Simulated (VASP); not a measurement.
Here is a VASP 6.6.1 calculation.

The input INCAR:

```
PREC     = Accurate       # precision mode
ENCUT    = 520            # plane-wave cutoff, eV
EDIFF    = 1E-7           # SCF threshold, eV
ISMEAR   = 0              # smearing method
SIGMA    = 0.1            # smearing width, eV
LREAL    = False          # projectors in reciprocal space
LASPH    = True           # aspherical terms in the spheres
NELM     = 80             # most SCF steps
ALGO     = Fast           # electronic algorithm
ISIF     = 2              # what is computed and relaxed
LWAVE    = False          # write WAVECAR
LCHARG   = True           # write CHGCAR
GGA      = PE             # functional
LELF     = True           # ELF
LVHAR    = True         
NBANDS   = 28             # bands
```

File KPOINTS:

```
regular mesh
0
Gamma
  12 12 4
```

POSCAR

```
Sr
1.0
    4.2627211507      0.0000000000      0.0000000000
   -2.1313605754      3.6916248058      0.0000000000
    1.1181320043      0.0000000000     13.9766500542
Sr
4
Direct
    0.0000000000      0.0000000000      0.0000000000
    0.3224779774      0.6449559547      0.2500000000
    0.0000000000      0.0000000000      0.5000000000
    0.6775220226      0.3550440453      0.7500000000
```

Potentials or basis: VASP PAW PBE potentials, release 64 (Sr_sv).

The run is started by

```console
$ cat potpaw_PBE.64/Sr_sv/POTCAR > POTCAR
$ mpirun -np 1 vasp_std > vasp.out
```

Task: What does it give for the band gap on the k mesh?

Result: Zero (bands 20 and 21 overlap by 0.15 eV).

Task: What does it give for the pressure?

Result: 0.0 GPa.

Stress tensor (GPa, compression positive):
```
-0.07  0.00 -0.37
 0.00  0.10  0.00
-0.37  0.00  0.03
```

Caveat: the cell differs from its parent crystal (shear of c along a, cell held: +8.0 %, then relaxed in part).
